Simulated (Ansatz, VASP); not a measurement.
## Two plane-wave programs on Ta2N

```
Ta N
1.0
     5.42202    0.00000    0.00000
    -2.71101    4.69561    0.00000
     0.00000    0.00000    5.05998
Ta N
6 3
Direct
  0.66680 0.66680 0.75279
  0.00000 0.33320 0.75279
  0.33320 0.00000 0.75279
  0.33320 0.33320 0.24721
  0.00000 0.66680 0.24721
  0.66680 0.00000 0.24721
  0.66667 0.33333 0.50000
  0.33333 0.66667 0.50000
  0.00000 0.00000 0.00000
```

Change from the starting cell: strain +0.030 along x and y, +0.030 along z, atoms carried along.

Alike in both runs: task single point; functional PBEsol; k mesh 12 × 12 × 8; occupations gaussian, width 0.15 eV; no spin polarisation.

```csv
,VASP,Ansatz
version,VASP 6.6.1,Ansatz 0.2.0
potentials or method,"VASP PAW PBE potentials, release 64 (Ta_pv, N), cutoff 520 eV","scalar-relativistic, plane waves, PAW"
valence electrons in the cell,81,93
```

|  | VASP | Ansatz | Ansatz less VASP |
| --- | --- | --- | --- |
| gap on the k mesh at the Fermi level (eV) | none | none | - |
| pressure (GPa) | -22.0 | -22.4 | -0.34 |
| traceless stress, the component that is largest in VASP (GPa) | -0.37 | -0.35 | +0.019 |
| rms of the force components (eV/Å) | 0.060 | 0.066 | +0.0058 |

VASP's potentials were made for PBE, not for PBEsol. Atom by atom the forces differ by 0.006 eV/Å (rms over components). A gap of «none» marks a metal or a gap that the smearing closes. VASP's potentials hold 81 valence electrons a cell and Ansatz's 93, so a difference there can come from the potentials and not from the codes.

Neither program's run includes spin-orbit coupling.
